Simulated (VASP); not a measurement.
# HfN (F-43m) in VASP: notebook

The runs below take HfN through relaxation of cell and atoms, with PBEsol, BLYP+D3(BJ).

All numbers are computed with VASP 6.6.1; they aren't measurements. Logs are shortened: lines on timing, memory, paths and dates and some standing lists are left out, and cuts for length are marked.

## (1) The cell of the first run

The structure is cubic, space group F-43m (No. 216). Conventional cell: a = 4.910 Å, b = 4.910 Å, c = 4.910 Å, α = 90.00°, β = 90.00°, γ = 90.00°. Hf (site symmetry -43m) has 4 N at 2.13 Å within 2.8 Å. Within 2.8 Å of N (site symmetry -43m) lie 4 Hf at 2.13 Å.

## (2) Relaxation of cell and atoms, PBEsol

The input, INCAR:

```
SYSTEM = HfN
ALGO     = Normal         ! electronic algorithm
EDIFF    = 1E-6           ! SCF threshold, eV
EDIFFG   = -0.03          ! ionic threshold
ENCUT    = 600            ! plane-wave cutoff, eV
GGA      = PS             ! functional
IBRION   = 2              ! ionic algorithm
ISIF     = 3              ! what is computed and relaxed
ISMEAR   = 1              ! smearing method
LASPH    = .TRUE.         ! aspherical terms in the spheres
LCHARG   = .FALSE.        ! write CHGCAR
LREAL    = .FALSE.        ! projectors in reciprocal space
LWAVE    = .FALSE.        ! write WAVECAR
NELM     = 80             ! most SCF steps
NSW      = 80             ! ionic steps
PREC     = Accurate       ! precision mode
SIGMA    = 0.1            ! smearing width, eV
```

The input, KPOINTS:

```
k-points
0
G
  11 11 11
  0 0 0
```

The input, POSCAR:

```
HfN
1.0
    0.0000000000      2.4548220000      2.4548220000
    2.4548220000      0.0000000000      2.4548220000
    2.4548220000      2.4548220000      0.0000000000
Hf N
1 1
Direct
    0.0000000000      0.0000000000      0.0000000000
    0.7500000000      0.7500000000      0.7500000000
```

Potentials or basis: VASP PAW PBE potentials, release 64 (Hf_pv, N).

On the command line:

```console
$ cat potpaw_PBE.64/Hf_pv/POTCAR potpaw_PBE.64/N/POTCAR > POTCAR
$ mpirun -np 1 vasp_std > vasp.out
```

OUTCAR:

```text
SYSTEM = HfN
   EDIFF = 1E-6
   EDIFFG = -0.03
   ENCUT = 600
   GGA = PS
   IBRION = 2
   ISIF = 3
   ISMEAR = 1
   LASPH = .TRUE.
   LREAL = .FALSE.
   NELM = 80
   NSW = 80
   PREC = Accurate

 ion  position               nearest neighbor table
   1  0.000  0.000  0.000-   2 2.13   2 2.13   2 2.13   2 2.13
   2  0.750  0.750  0.750-   1 2.13   1 2.13   1 2.13   1 2.13

  LATTYP: Found a face centered cubic cell.
 ALAT       =     4.9096440000

  Lattice vectors:

 A1 = (   0.0000000000,   2.4548220000,   2.4548220000)
 A2 = (   2.4548220000,   0.0000000000,   2.4548220000)
 A3 = (   2.4548220000,   2.4548220000,   0.0000000000)

Analysis of symmetry for initial positions (statically):
=====================================================================
 Subroutine PRICEL returns:
 Original cell was already a primitive cell.

 Routine SETGRP: Setting up the symmetry group for a
 face centered cubic supercell.

 Subroutine GETGRP returns: Found 24 space group operations
 (whereof 24 operations were pure point group operations)
 out of a pool of 48 trial point group operations.

The static configuration has the point symmetry T_d .

Analysis of symmetry for dynamics (positions and initial velocities):
=====================================================================
 Subroutine PRICEL returns:
 Original cell was already a primitive cell.

 Routine SETGRP: Setting up the symmetry group for a
 face centered cubic supercell.

 Subroutine GETGRP returns: Found 24 space group operations
 (whereof 24 operations were pure point group operations)
 out of a pool of 48 trial point group operations.

The dynamic configuration has the point symmetry T_d .

 Subroutine INISYM returns: Found 24 space group operations
 (whereof 24 operations are pure point group operations),
 and found     1 'primitive' translations

----------------------------------------------------------------------------------------

                                     Primitive cell

  volume of cell :      29.5863

  direct lattice vectors                    reciprocal lattice vectors
     0.000000000  2.454822000  2.454822000    -0.203680756  0.203680756  0.203680756
     2.454822000  0.000000000  2.454822000     0.203680756 -0.203680756  0.203680756
     2.454822000  2.454822000  0.000000000     0.203680756  0.203680756 -0.203680756

  length of vectors
     3.471642566  3.471642566  3.471642566     0.352785417  0.352785417  0.352785417

  position of ions in fractional coordinates (direct lattice)
     0.000000000  0.000000000  0.000000000
     0.750000000  0.750000000  0.750000000

  ion indices of the primitive-cell ions
   primitive index   ion index
                 1           1
                 2           2

----------------------------------------------------------------------------------------

 KPOINTS: k-points

Automatic generation of k-mesh.
 Grid dimensions read from file:
 generate k-points for:   11   11   11

 Generating k-lattice:

  Cartesian coordinates                     Fractional coordinates (reciprocal lattice)
    -0.018516432  0.018516432  0.018516432     0.090909091  0.000000000  0.000000000
     0.018516432 -0.018516432  0.018516432     0.000000000  0.090909091  0.000000000
     0.018516432  0.018516432 -0.018516432     0.000000000  0.000000000  0.090909091

  Length of vectors
     0.032071402  0.032071402  0.032071402

  Shift w.r.t. Gamma in fractional coordinates (k-lattice)
     0.000000000  0.000000000  0.000000000

 Subroutine IBZKPT returns following result:
 ===========================================

 Found     56 irreducible k-points:

 Following reciprocal coordinates:
            Coordinates               Weight
  0.000000  0.000000  0.000000      1.000000
  0.090909  0.000000  0.000000      8.000000
  0.181818  0.000000  0.000000      8.000000
  0.272727  0.000000  0.000000      8.000000
  0.363636  0.000000  0.000000      8.000000
  0.454545  0.000000  0.000000      8.000000
[... 16 lines left out ...]
 -0.272727  0.181818  0.000000     24.000000
 -0.181818  0.181818  0.000000     12.000000
 [... further k-points ...]
   k-points           NKPTS =     56   k-points in BZ     NKDIM =     56   number of bands    NBANDS=     11
   number of dos      NEDOS =    301   number of ions     NIONS =      2
   total plane-waves  NPLWV =  21952
   dimension x,y,z NGX =    28 NGY =   28 NGZ =   28
   dimension x,y,z NGXF=    56 NGYF=   56 NGZF=   56
   ions per type =               1   1
   NGX,Y,Z   is equivalent  to a cutoff of  13.41, 13.41, 13.41 a.u.
   NGXF,Y,Z  is equivalent  to a cutoff of  26.82, 26.82, 26.82 a.u.
 SYSTEM =  HfN
   PREC   = accura    normal or accurate (medium, high low for compatibility)
   ISTART =      0    job   : 0-new  1-cont  2-samecut
   ICHARG =      2    charge: 1-file 2-atom 10-const
   ISPIN  =      1    spin polarized calculation?
   LNONCOLLINEAR =      F non collinear calculations
   LSORBIT =      F    spin-orbit coupling
   LASPH  =      T    aspherical Exc in radial PAW
   ENCUT  =  600.0 eV  44.10 Ry    6.64 a.u.   6.93  6.93  6.93*2*pi/ulx,y,z
   NELM   =     80;   NELMIN=  2; NELMDL= -5     # of ELM steps
   EDIFF  = 0.1E-05   stopping-criterion for ELM
   LREAL  =      F    real-space projection
   EDIFFG = -.3E-01   stopping-criterion for IOM
   NSW    =     80    number of steps for IOM
   IBRION =      2    ionic relax: 0-MD 1-quasi-New 2-CG
   NFREE  =      1    steps in history (QN), initial steepest desc. (CG)
   ISIF   =      3    stress and relaxation
   ISYM   =      2    0-nonsym 1-usesym 2-fastsym
   POTIM  = 0.5000    time-step for ionic-motion
   TEBEG  =    0.0;   TEEND  =   0.0 temperature during run
   PSTRESS=    0.0 pullay stress
   NELECT =      15.0000    total number of electrons
   NUPDOWN=      -1.0000    fix difference up-down
   EMIN   =  10.00;   EMAX   =-10.00  energy-range for DOS
   EFERMI =   0.00;   METHOD = LEGACY
   ISMEAR =     1;   SIGMA  =   0.10  broadening in eV -4-tet -1-fermi 0-gaus
   EFERMI_NEDOS =   21; number of points for ismear=-14 and -15
   IALGO  =     38    algorithm
   IMIX   =      4    mixing-type and parameters
     AMIX     =   0.40;   BMIX     =  1.00
     AMIX_MAG =   1.60;   BMIX_MAG =  1.00
  volume/ion in A,a.u.               =      14.79        99.83
  Fermi-wavevector in a.u.,A,eV,Ry     =   1.305395  2.466839 23.185087  1.704056
  Thomas-Fermi vector in A             =   2.436267
   LORBIT       =      0    0 simple, 1 ext, 2 COOP (PROOUT), +10 PAW based schemes
   GGA     = PS    functional components
   LHFCALC =     F    Hartree Fock is set to
   AEXX    =    0.0000 exact exchange contribution
   IVDW    =     0    specifies the selected vdW correction
   LEPSILON=     F    determine dielectric tensor
   LRPA    =     F    only Hartree local field effects (RPA)
 conjugate gradient relaxation of ions
 non-spin polarized calculation
 Methfessel and Paxton  Order N= 1 SIGMA  =   0.10
  energy-cutoff  :      600.00
  volume of cell :       29.59
 maximum number of plane-waves:       998
   NGX = 13   NGY = 13   NGZ = 13

--------------------------------------- Ionic step        1  -------------------------------------------

 number of electron      15.0000001 magnetization

 Free energy of the ion-electron system (eV)
  ---------------------------------------------------
  ext. energy  EPLUGINS =         0.00000000
  ---------------------------------------------------
  free energy    TOTEN  =       -22.25688105 eV

  energy without entropy =      -22.25647589  energy(sigma->0) =      -22.25674600

------------------------ aborting loop because EDIFF is reached ----------------------------------------

  FORCE on cell =-STRESS in cart. coord.  units (eV):
  Direction    XX          YY          ZZ          XY          YZ          ZX
  --------------------------------------------------------------------------------------
  -------------------------------------------------------------------------------------
  Total       -1.1000775     -1.1000775     -1.1000775      0.0000000      0.0000000      0.0000000
  in kB      -59.5722265    -59.5722265    -59.5722265      0.0000000      0.0000000      0.0000000
  external PRESSURE =     -59.5722265 kB  Pullay stress =       0.0000000 kB
[... 57 lines left out ...]
  energy  without entropy=      -22.2256602322  energy(sigma->0) =      -22.22553575

--------------------------------------- Ionic step        3  -------------------------------------------

 number of electron      15.0000003 magnetization

 Free energy of the ion-electron system (eV)
  ---------------------------------------------------
  ext. energy  EPLUGINS =         0.00000000
  ---------------------------------------------------
  free energy    TOTEN  =       -22.27387589 eV

  energy without entropy =      -22.27362092  energy(sigma->0) =      -22.27379090

 E-fermi :   5.7532     XC(G=0): -11.5412

 val. band max:        5.7223415445   @ k =   0.4545   0.2727   0.0909
 cond. band min:       5.7705800311   @ k =   0.0909   0.0909   0.0000
 fundamental gap:      0.0482384866
 Fermi energy:         5.7532313227

 k-point     1 :       0.0000    0.0000    0.0000
  band No.  band energies     occupation
      1     -25.1158      2.00000
      2     -25.1158      2.00000
      3     -25.1158      2.00000
      4     -10.4201      2.00000
      5       0.2400      2.00000
      6       0.2400      2.00000
      7       0.2400      2.00000
      8       5.1754      2.00000
      9       8.1081      0.00000
     10       8.1081      0.00000
     11      12.6169      0.00000
[... 309 lines left out ...]
 k-point    24 :      -0.1818    0.1818    0.0000
  band No.  band energies     occupation
      1     -25.4210      2.00000
      2     -25.2335      2.00000
      3     -25.1528      2.00000
      4      -9.5789      2.00000
      5      -0.4061      2.00000
      6       0.6969      2.00000
      7       0.7307      2.00000
      8       6.9948     -0.00000
      9       7.7072     -0.00000
     10       8.2549      0.00000
     11      11.3374      0.00000

 [... further k-points ...]
[... 5 lines left out ...]
  --------------------------------------------------------------------------------------
  -------------------------------------------------------------------------------------
  Total       -0.0146394     -0.0146394     -0.0146394      0.0000000      0.0000000      0.0000000
  in kB       -0.8170016     -0.8170016     -0.8170016      0.0000000      0.0000000      0.0000000
  external PRESSURE =      -0.8170016 kB  Pullay stress =       0.0000000 kB
[... 17 lines left out ...]
  FREE ENERGIE OF THE ION-ELECTRON SYSTEM (eV)
  ---------------------------------------------------
  free  energy   TOTEN  =       -22.2738758948 eV

  energy  without entropy=      -22.2736209178  energy(sigma->0) =      -22.27379090

 reached required accuracy - stopping structural energy minimisation
```

It took 48 s on 1 thread of Intel Xeon Platinum 8259CL at 2.50GHz (Skylake/Cascade Lake), shared host; peak memory 0.18 GiB.

Results:

* Free energy: -22.2739 eV
* Relaxed volume: 14.35 Å³/atom
* Relaxed cell: a = 3.437 Å, b = 3.437 Å, c = 3.437 Å, α = 60.00°, β = 60.00°, γ = 60.00°
* Space group after relaxing (to 0.05 Å): F-43m (No. 216)
* Energy gained by relaxing: 8.5 meV/atom
* Ionic steps: 3
* Pressure after relaxing: -0.1 GPa

Step by step:
```tsv
step	energy change (eV)	largest force (eV/Å)	pressure (GPa)	volume (Å³)
1	0.0000	0.0000	-5.96	29.59
2	0.0314	0.0000	11.54	27.29
3	-0.0170	0.0000	-0.08	28.71
```

Final structure:
```
Hf N
1.0
     0.00000    2.43030    2.43030
     2.43030    0.00000    2.43030
     2.43030    2.43030    0.00000
Hf N
1 1
Direct
  0.00000 0.00000 0.00000
  0.75000 0.75000 0.75000
```

Levels at points of the mesh, in eV from the Fermi level:
| k point | band 4 | band 5 | band 6 | band 7 | band 8 | band 9 | band 10 | band 11 |
| --- | --- | --- | --- | --- | --- | --- | --- | --- |
| (0.00, 0.00, 0.00) | -16.17 | -5.51 | -5.51 | -5.51 | -0.58 | 2.35 | 2.35 | 6.86 |

Caveat: the PAW data sets were made with another functional, which shifts forces and pressure a little; spin-orbit coupling is left out, which moves the levels of the heavy elements.

## (3) Relaxation of cell and atoms, BLYP+D3(BJ)

The input, INCAR:

```
PREC = Accurate
ENCUT = 600
EDIFF = 1E-6
ISMEAR = 1
SIGMA = 0.1
LREAL = F
LASPH = T
NELM = 60
ALGO = Normal
ISIF = 3
LWAVE = F
LCHARG = F
GGA = B5
ALDAX = 1.0
AGGAX = 1.0
AGGAC = 1.0
ALDAC = 0.0
IVDW = 12
VDW_S6 = 1.0
VDW_S8 = 2.6996
VDW_A1 = 0.4298
VDW_A2 = 4.2359
IBRION = 2
NSW = 80
EDIFFG = -0.03
```

The input, KPOINTS:

```
regular mesh
0
Gamma
  11 11 11
```

POSCAR is that of step 2.

Potentials or basis: VASP PAW PBE potentials, release 64 (Hf_pv, N).

On the command line:

```console
$ cat potpaw_PBE.64/Hf_pv/POTCAR potpaw_PBE.64/N/POTCAR > POTCAR
$ mpirun -np 1 vasp_std > vasp.out
```

It took 74 s on 1 thread of Intel Xeon Platinum 8259CL at 2.50GHz (Skylake/Cascade Lake), shared host; peak memory 0.19 GiB.

Results (log left out):

```
Free energy                            : -21.1634 eV
Relaxed volume                         : 14.60 Å³/atom
Relaxed cell                           : a = 3.456 Å, b = 3.456 Å, c = 3.456 Å, α = 60.00°, β = 60.00°, γ = 60.00°
Space group after relaxing (to 0.05 Å) : F-43m (No. 216)
Energy gained by relaxing              : 1.6 meV/atom
Ionic steps                            : 3
Pressure after relaxing                : 0.0 GPa
Dispersion energy per atom             : -0.712 eV
```

The path:
| step | energy change (eV) | largest force (eV/Å) | pressure (GPa) | volume (Å³) |
| --- | --- | --- | --- | --- |
| 1 | 0.0000 | 0.0000 | -2.57 | 29.59 |
| 2 | 0.0051 | 0.0000 | 4.40 | 28.58 |
| 3 | -0.0032 | 0.0000 | -0.01 | 29.20 |

Final structure:
```
Hf N
1.0
     0.00000    2.44401    2.44401
     2.44401    0.00000    2.44401
     2.44401    2.44401    0.00000
Hf N
1 1
Direct
  0.00000 0.00000 0.00000
  0.75000 0.75000 0.75000
```

Levels at points of the mesh, in eV from the Fermi level:
```tsv
k point	band 3	band 4	band 5	band 6	band 7	band 8	band 9	band 10	band 11
(0.00, 0.00, 0.00)	-30.99	-16.15	-5.52	-5.52	-5.52	-0.49	2.21	2.21	6.62
```

Caveat: the PAW data sets were made with another functional, which shifts forces and pressure a little; spin-orbit coupling is left out, which moves the levels of the heavy elements; pairwise dispersion overbinds metals, which lowers pressure and volume.
